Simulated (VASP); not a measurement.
# TiAl30 (a cell with a defect) in VASP: a series of runs, part 2 of 2

VASP 6.6.1. The steps go on from the part before.

## Step 4: Single point, PBE

The input, INCAR:

```
SYSTEM = TiAl30
PREC     = Accurate       ! precision mode
ENCUT    = 520            ! plane-wave cutoff, eV
EDIFF    = 1E-6           ! SCF threshold, eV
ISMEAR   = 0              ! smearing method
SIGMA    = 0.15           ! smearing width, eV
LREAL    = Auto         
LASPH    = .True.         ! aspherical terms in the spheres
NELM     = 80             ! most SCF steps
ALGO     = Normal         ! electronic algorithm
ISIF     = 2              ! what is computed and relaxed
LWAVE    = .False.        ! write WAVECAR
LCHARG   = .False.        ! write CHGCAR
GGA      = PE             ! functional
NBANDS   = 72             ! bands
```

The input, KPOINTS:

```
Automatic mesh
0
Gamma
  3 3 3
  0 0 0
```

The input, POSCAR:

```
TiAl30
1.0
    8.1000000000      0.0000000000      0.0000000000
    0.0000000000      8.1000000000      0.0000000000
    0.0000000000      0.0000000000      8.1000000000
Ti Al
1 30
Direct
    0.5542139506     -0.0519876543     -0.0000880247
    0.7478845679      0.2452590123     -0.0000174074
    0.7548281481      0.0011691358      0.2677401235
   -0.0186738272     -0.0053495062     -0.0000398765
    0.2492107407      0.2497464198     -0.0000069136
    0.5050381481      0.5178338272     -0.0000455556
    0.2563512346     -0.0009135802      0.2403637037
    0.5003595062      0.2425967901      0.2399148148
    0.7503433333      0.5022579012      0.2450281481
    0.4936649383      0.0055727160      0.4999407407
    0.7460390123      0.2584919753      0.4998613580
    0.7550428395      0.0012887654      0.7318759259
   -0.0017565432      0.5012291358     -0.0000209877
    0.2556022222      0.7526279012     -0.0000154321
    0.0020525926      0.2517381481      0.2505400000
    0.2483716049      0.4979796296      0.2493575309
    0.4994179012      0.7456676543      0.2664667901
    0.0063692593      0.0029854321      0.4998950617
    0.2510674074      0.2492425926      0.5000523457
    0.4958934568      0.4945528395      0.4998937037
    0.7542900000      0.7451191358      0.4999712346
    0.2563393827     -0.0009648148      0.7594983951
    0.5004056790      0.2426265432      0.7599424691
    0.7502934568      0.5022306173      0.7548230864
   -0.0030318519      0.7487983951      0.2447114815
    0.0010317284      0.4992534568      0.5000303704
    0.2423851852      0.7528070370      0.4998837037
    0.0020479012      0.2516746914      0.7494654321
    0.2484004938      0.4979740741      0.7505992593
    0.4992804938      0.7453967901      0.7331208642
   -0.0030388889      0.7488483951      0.7551739506
```

The run is started by

```sh
$ cat potpaw_PBE.64/Ti_sv/POTCAR potpaw_PBE.64/Al/POTCAR > POTCAR
$ mpirun -np 1 vasp_std > vasp.out
```

Wall time 13 min (1 thread of Intel Xeon Platinum 8259CL at 2.50GHz (Skylake/Cascade Lake), shared host); peak memory 0.66 GiB.

The run converged. Its results:

```yaml
Free_energy: -120.0741 eV
Pressure: -1.3 GPa
Largest_force: 0.989 eV/Å
Band_gap_on_the_k_mesh: zero (band 51 reaches 7.76 eV, above the bottom of band 52 at 7.52 eV)
```

Forces in eV/Å, atoms in the order of the input:
```
Ti  -0.715  0.683 -0.008
Al   0.049  0.055 -0.002
Al  -0.009 -0.088 -0.091
Al  -0.005 -0.021  0.000
Al   0.049 -0.053 -0.003
Al   0.019  0.007 -0.001
Al   0.029 -0.032  0.001
Al   0.037 -0.010  0.008
Al   0.030 -0.041  0.035
Al   0.030 -0.021  0.001
Al  -0.001 -0.062  0.001
Al  -0.019 -0.091  0.101
Al  -0.012  0.010 -0.002
Al  -0.057 -0.051 -0.002
Al   0.021 -0.039 -0.008
Al   0.036 -0.024  0.002
Al   0.079  0.003 -0.079
Al  -0.035  0.006 -0.002
Al   0.030 -0.033 -0.002
Al   0.004  0.017 -0.004
Al   0.015 -0.004 -0.003
Al   0.030 -0.031  0.002
Al   0.037 -0.013 -0.007
Al   0.032 -0.042 -0.035
Al   0.053 -0.023  0.039
Al   0.039 -0.043 -0.001
Al   0.045  0.012 -0.002
Al   0.021 -0.036  0.007
Al   0.033 -0.025 -0.002
Al   0.082  0.015  0.093
Al   0.054 -0.026 -0.037
```

Stress tensor (GPa, compression positive):
```
-1.71 -0.52  0.00
-0.52 -1.66  0.00
 0.00  0.00 -0.64
```

Levels at points of the mesh, in eV from the Fermi level:
```csv
k point,band 49,band 50,band 51,band 52,band 53,band 54
"(0.00, 0.00, 0.00)",-0.26,0.10,0.24,0.26,0.36,0.36
```

## Step 5: Single point, PBE

The input, INCAR:

```
SYSTEM = TiAl30
PREC = Accurate
ENCUT = 520
EDIFF = 1E-6
ISMEAR = 0
SIGMA = 0.15
LREAL = Auto
LASPH = .True.
NELM = 100
ALGO = Normal
ISIF = 2
LWAVE = .False.
LCHARG = .True.
GGA = PE
LELF = .True.
LVHAR = .True.
NBANDS = 72
```

KPOINTS is that of step 4.

The input, POSCAR:

```
TiAl30
1.0
    8.1000000000      0.0000000000      0.0000000000
    0.0000000000      8.1000000000      0.0000000000
    0.0000000000      0.0000000000      8.1000000000
Ti Al
1 30
Direct
    0.5543988889     -0.0545414815     -0.0000680247
    0.7476339506      0.2446258025     -0.0000681481
    0.7540391358      0.0006291358      0.2666441975
   -0.0173775309     -0.0047979012     -0.0000670370
    0.2498127160      0.2500388889     -0.0000664198
    0.5046580247      0.5172360494     -0.0000688889
    0.2562058025     -0.0005253086      0.2405729630
    0.5003803704      0.2436458025      0.2405667901
    0.7507960494      0.5026641975      0.2446398765
    0.4936939506      0.0061604938      0.4999313580
    0.7464561728      0.2573238272      0.4999312346
    0.7540359259      0.0006297531      0.7332214815
   -0.0010260494      0.5008713580     -0.0000686420
    0.2552353086      0.7522229630     -0.0000654321
    0.0017267901      0.2514137037      0.2502282716
    0.2484435802      0.4981264198      0.2502206173
    0.4992258025      0.7458202469      0.2666414815
    0.0048579012      0.0028028395      0.4999337037
    0.2505453086      0.2493095062      0.4999337037
    0.4970434568      0.4949981481      0.4999313580
    0.7545012346      0.7453522222      0.4999319753
    0.2562092593     -0.0005300000      0.7592964198
    0.5003776543      0.2436444444      0.7592976543
    0.7507966667      0.5026553086      0.7552191358
   -0.0028092593      0.7490539506      0.2446355556
    0.0007391358      0.4991190123      0.4999325926
    0.2425319753      0.7533945679      0.4999366667
    0.0017297531      0.2514092593      0.7496364198
    0.2484432099      0.4981276543      0.7496456790
    0.4992332099      0.7458186420      0.7332262963
   -0.0028146914      0.7490539506      0.7552330864
```

The run is started by

```sh
$ cat potpaw_PBE.64/Ti_sv/POTCAR potpaw_PBE.64/Al/POTCAR > POTCAR
$ mpirun -np 1 vasp_std > vasp.out
```

Run time: 15 min. Hardware: 1 thread of Intel Xeon 8259CL, shared host; peak memory 0.61 GiB.

The run converged. Its results:

```yaml
Free_energy: -120.0596 eV
Pressure: -1.3 GPa
Largest_force: 1.030 eV/Å
Band_gap_on_the_k_mesh: zero (band 51 reaches 7.76 eV, above the bottom of band 52 at 7.52 eV)
```

Forces on the atoms (eV/Å):
```
Ti  -0.726  0.730  0.000
Al   0.043  0.052  0.000
Al   0.016 -0.074 -0.061
Al  -0.022 -0.027  0.000
Al   0.048 -0.047  0.000
Al   0.027  0.022  0.000
Al   0.037 -0.036 -0.007
Al   0.035 -0.038 -0.007
Al   0.028 -0.050  0.038
Al   0.026 -0.027  0.000
Al  -0.010 -0.036  0.000
Al   0.016 -0.074  0.061
Al  -0.015  0.014  0.000
Al  -0.051 -0.042  0.000
Al   0.026 -0.027 -0.007
Al   0.027 -0.026 -0.007
Al   0.074 -0.016 -0.060
Al  -0.011  0.010  0.000
Al   0.035 -0.037  0.000
Al  -0.009  0.012  0.000
Al   0.006 -0.006  0.000
Al   0.037 -0.036  0.007
Al   0.035 -0.038  0.007
Al   0.028 -0.050 -0.038
Al   0.050 -0.028  0.038
Al   0.038 -0.039  0.000
Al   0.036  0.008  0.000
Al   0.026 -0.027  0.007
Al   0.027 -0.026  0.007
Al   0.074 -0.016  0.060
Al   0.050 -0.028 -0.038
```

Stress tensor (GPa, compression positive):
```
-1.69 -0.52  0.00
-0.52 -1.69  0.00
 0.00  0.00 -0.57
```

Levels at points of the mesh, in eV from the Fermi level:
```csv
k point,band 48,band 49,band 50,band 51,band 52,band 53,band 54,band 55
"(0.00, 0.00, 0.00)",-0.39,-0.27,0.10,0.24,0.25,0.35,0.36,0.38
```

## Step 6: Single point, PBE

The input, INCAR:

```
ALGO = Normal
EDIFF = 1E-6
ENCUT = 520
GGA = PE
ISIF = 2
ISMEAR = 0
LASPH = True
LCHARG = True
LELF = True
LREAL = Auto
LVHAR = True
LWAVE = False
NBANDS = 72
NELM = 60
PREC = Accurate
SIGMA = 0.15
```

The input, KPOINTS:

```
k-points
0
Gamma
  3 3 3
```

The input, POSCAR:

```
TiAl30
1.0
    8.1000000000      0.0000000000      0.0000000000
    0.0000000000      8.1000000000      0.0000000000
    0.0000000000      0.0000000000      8.1000000000
Ti Al
1 30
Direct
    0.4946943210      0.0050412346      0.0000183951
    0.7462767901      0.2492854321     -0.0001987654
    0.7469738272     -0.0040544444      0.2461511111
   -0.0084414815     -0.0051520988     -0.0001758025
    0.2472312346      0.2526282716      0.0000437037
    0.5052259259      0.5080267901     -0.0000432099
    0.2498924691      0.0009286420      0.2508228395
    0.4990170370      0.2498539506      0.2508471605
    0.7523874074      0.5013939506      0.2497048148
    0.5002520988     -0.0004872840      0.4999870370
    0.7485682716      0.2485007407      0.4998512346
    0.7467829630     -0.0042245679      0.7535495062
   -0.0032280247      0.5028376543      0.0000832099
    0.2505990123      0.7533809877     -0.0002849383
   -0.0011853086      0.2487261728      0.2498274074
    0.2511339506      0.5009996296      0.2496691358
    0.5040902469      0.7528944444      0.2460244444
   -0.0027276543      0.0002681481      0.5001296296
    0.2498561728      0.2501264198      0.4999104938
    0.4996177778      0.5026732099      0.4999835802
    0.7501124691      0.7497430864      0.4998702469
    0.2500295062      0.0008101235      0.7490192593
    0.4988239506      0.2499397531      0.7490341975
    0.7526008642      0.5011469136      0.7500043210
   -0.0017202469      0.7474529630      0.2495132099
    0.0023004938      0.4975335802      0.4997571605
    0.2513213580      0.7510534568      0.4999718519
   -0.0011493827      0.2488162963      0.7499658025
    0.2510190123      0.5009880247      0.7500238272
    0.5044743210      0.7527506173      0.7539074074
   -0.0018643210      0.7471224691      0.7502528395
```

Potentials or basis: VASP PAW PBE potentials, release 64 (Ti_sv, Al).

The run is started by

```sh
$ cat potpaw_PBE.64/Ti_sv/POTCAR potpaw_PBE.64/Al/POTCAR > POTCAR
$ mpirun -np 1 vasp_std > vasp.out
```

Wall time 8.3 min (1 thread of Intel Xeon 6975P-C (Granite Rapids), shared host); peak memory 0.65 GiB.

It converged, with:

| Item | Value |
| --- | --- |
| Free energy | -120.6071 eV |
| Pressure | -1.3 GPa |
| Largest force | 0.012 eV/Å |
| Band gap on the k mesh | zero (band 51 reaches 7.59 eV, above the bottom of band 52 at 7.51 eV) |

Forces on the atoms (eV/Å):
```
Ti   0.011 -0.002 -0.006
Al   0.003 -0.001  0.002
Al   0.001 -0.006  0.001
Al   0.004 -0.005  0.000
Al  -0.006  0.002 -0.005
Al  -0.001  0.000 -0.002
Al  -0.004  0.003  0.005
Al  -0.010  0.003  0.005
Al   0.008  0.002 -0.001
Al  -0.001 -0.005 -0.003
Al   0.000 -0.006  0.001
Al   0.007  0.003  0.004
Al   0.001  0.002 -0.004
Al  -0.003  0.003  0.005
Al  -0.006 -0.002  0.000
Al   0.002  0.007  0.001
Al   0.001 -0.002  0.002
Al  -0.002 -0.002 -0.004
Al  -0.002 -0.001  0.000
Al  -0.002  0.001 -0.002
Al   0.000  0.002 -0.001
Al  -0.006  0.005 -0.005
Al  -0.006 -0.001 -0.004
Al   0.003  0.002  0.004
Al   0.001 -0.006  0.001
Al   0.005 -0.004  0.001
Al   0.005  0.007  0.000
Al  -0.003 -0.005  0.002
Al   0.004  0.006  0.002
Al  -0.007 -0.003 -0.001
Al   0.002  0.000  0.002
```

Stress tensor (GPa, compression positive):
```
-1.39 -0.11  0.00
-0.11 -1.38  0.00
 0.00  0.00 -1.27
```

Levels at points of the mesh, in eV from the Fermi level:
```csv
k point,band 47,band 48,band 49,band 50,band 51,band 52,band 53,band 54,band 55,band 56
"(0.00, 0.00, 0.00)",-0.37,-0.33,-0.29,-0.07,0.06,0.47,0.47,0.52,0.59,0.59
```
